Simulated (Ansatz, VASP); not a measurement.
**C in VASP and in Ansatz**

```
CELL_PARAMETERS angstrom
5.94761 0.00000 0.00000
-2.97381 5.15078 0.00000
0.00000 0.00000 1.27624
ATOMIC_POSITIONS crystal
C 0.00000 0.00000 0.00000
C 0.33333 0.66667 0.50000
C 0.66667 0.33333 0.50000
```

Alike in both runs: task single point; functional r2SCAN; k mesh 7 × 7 × 27; occupations fermi-dirac, width 0.1 eV; no spin polarisation.

|  | VASP | Ansatz |
| --- | --- | --- |
| version | VASP 6.6.1 | Ansatz 0.2.0 |
| potentials or method | VASP PAW PBE potentials, release 64 (C), cutoff 520 eV | plane waves (500 eV) with PAW, scalar-relativistic |
| valence electrons in the cell | 12 | 12 |

```csv
,VASP,Ansatz,Ansatz less VASP
pressure (GPa),0.2,0.2,+0.02
"traceless stress, the component that is largest in VASP (GPa)",-2.15,-2.24,-0.093
```

VASP's potentials were made for PBE, not for r2SCAN.
